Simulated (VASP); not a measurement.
Set up this calculation in VASP 6.6.1, as the native input.

| Property | Result |
| --- | --- |
| Task | single point |
| Functional | RPBE |
| Potentials or basis | VASP PAW PBE potentials, release 64 (Sb, Mn_pv) |
| Cutoff | 520 eV |
| k mesh | 7 × 7 × 5 |
| Occupations | fermi-dirac, width 0.05 eV |
| Spin | collinear spin, ferromagnetic start |
| Starting moments | [0.0, 0.0, 4.0, 4.0] μB |
| Dipole correction | no |
| Further INCAR settings | ALGO = Normal; EDIFF = 1e-07; NBANDS = 30 |

The structure of MnSb lies in POSCAR:

```
MnSb
1.0
    4.1591911501      0.0000000000      0.0000000000
   -2.0795955751      3.6019651952      0.0000000000
    0.0000000000      0.0000000000      5.6979981030
Sb Mn
2 2
Direct
    0.6666666667      0.3333333333      0.7500000000
    0.3333333333      0.6666666667      0.2500000000
    0.0000000000      0.0000000000      0.5000000000
    0.0000000000      0.0000000000      0.0000000000
```

The input as run:

INCAR

```
SYSTEM = MnSb
  PREC = Accurate
  ENCUT = 520
  EDIFF = 1E-7
  ISMEAR = -1
  SIGMA = 0.05
  LREAL = .False.
  LASPH = .True.
  NELM = 150
  ALGO = Normal
  ISIF = 2
  LWAVE = .False.
  LCHARG = .False.
  ISPIN = 2
  MAGMOM = 0 0 4 4
  LORBIT = 11
  LMAXMIX = 4
  GGA = RP
  NBANDS = 30
```

KPOINTS

```
Automatic mesh
0
Gamma
  7 7 5
  0 0 0
```

Potentials or basis: VASP PAW PBE potentials, release 64 (Sb, Mn_pv).

Command:

```bash
$ cat potpaw_PBE.64/Sb/POTCAR potpaw_PBE.64/Mn_pv/POTCAR > POTCAR
$ mpirun -np 1 vasp_std > vasp.out
```

Results of the run:

```yaml
Pressure: -0.1 GPa
Net_moment: 6.72 μB per cell
Site_moments: Sb -0.14; Mn +3.42 μB
Valence_electrons_inside_the_program's_atomic_spheres: Sb 2.44; Mn 11.51
```

Caveat: the PAW data sets were made with another functional, which shifts forces and pressure a little; only a ferromagnetic start was run, and an antiferromagnetic order may lie lower in energy.

Run time: 58 s on 1 thread of Intel(R) Xeon(R) 6975P-C (Granite Rapids), with other jobs on the host, peak memory 0.28 GiB.
